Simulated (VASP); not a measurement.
Wanted: the native input for a VASP 6.6.1 run.

| Property | Result |
| --- | --- |
| Task | single point |
| Functional | PBE |
| Potentials or basis | VASP PAW PBE potentials, release 64 (Ti_sv, O) |
| Cutoff | 520 eV |
| k mesh | 5 × 3 × 4 |
| Occupations | fermi-dirac, width 0.02 eV |
| Spin | no spin polarisation |
| Dipole correction | no |
| Further INCAR settings | LREAL = Auto; ALGO = Normal; EDIFF = 1e-07; NBANDS = 114 |

The structure of TiO2 lies in POSCAR:

```
TiO2
1.0
    5.1450000000      0.0000000000      0.0000000000
    0.0000000000      9.1850000000      0.0000000000
    0.0000000000      0.0000000000      5.4470000000
Ti O
8 16
Direct
    0.1386026301      0.1289862779      0.9055817602
    0.6386026301      0.3710137221      0.0944182398
    0.8613973699      0.6289862779      0.5944182398
    0.3613973699      0.8710137221      0.4055817602
    0.8613973699      0.8710137221      0.0944182398
    0.3613973699      0.6289862779      0.9055817602
    0.1386026301      0.3710137221      0.4055817602
    0.6386026301      0.1289862779      0.5944182398
    0.4646030524      0.2298952526      0.8912453654
    0.9646030524      0.2701047474      0.1087546346
    0.5353969476      0.7298952526      0.6087546346
    0.0353969476      0.7701047474      0.3912453654
    0.5353969476      0.7701047474      0.1087546346
    0.0353969476      0.7298952526      0.8912453654
    0.4646030524      0.2701047474      0.3912453654
    0.9646030524      0.2298952526      0.6087546346
    0.8160489736      0.0097709901      0.8506360972
    0.3160489736      0.4902290099      0.1493639028
    0.1839510264      0.5097709901      0.6493639028
    0.6839510264      0.9902290099      0.3506360972
    0.1839510264      0.9902290099      0.1493639028
    0.6839510264      0.5097709901      0.8506360972
    0.8160489736      0.4902290099      0.3506360972
    0.3160489736      0.0097709901      0.6493639028
```

The input as run:

INCAR

```
ALGO     = Normal         # electronic algorithm
EDIFF    = 1E-7           # SCF threshold, eV
ENCUT    = 520            # plane-wave cutoff, eV
GGA      = PE             # functional
ISIF     = 2              # what is computed and relaxed
ISMEAR   = -1             # smearing method
LASPH    = T              # aspherical terms in the spheres
LCHARG   = F              # write CHGCAR
LREAL    = Auto         
LWAVE    = F              # write WAVECAR
NBANDS   = 114            # bands
NELM     = 100            # most SCF steps
PREC     = Accurate       # precision mode
SIGMA    = 0.02           # smearing width, eV
```

KPOINTS

```
k-points
0
Gamma
  5 3 4
```

Potentials or basis: VASP PAW PBE potentials, release 64 (Ti_sv, O).

Command:

```sh
$ cat potpaw_PBE.64/Ti_sv/POTCAR potpaw_PBE.64/O/POTCAR > POTCAR
$ mpirun -np 1 vasp_std > vasp.out
```

Results of the run:

```
Pressure               : 5.4 GPa
Largest force          : 0.056 eV/Å
Band gap on the k mesh : 2.36 eV, direct
```

It took 22 min on 1 thread of Intel(R) Xeon(R) Platinum 8259CL CPU @ 2.50GHz (Skylake/Cascade Lake), on a shared host, peak memory 0.52 GiB.
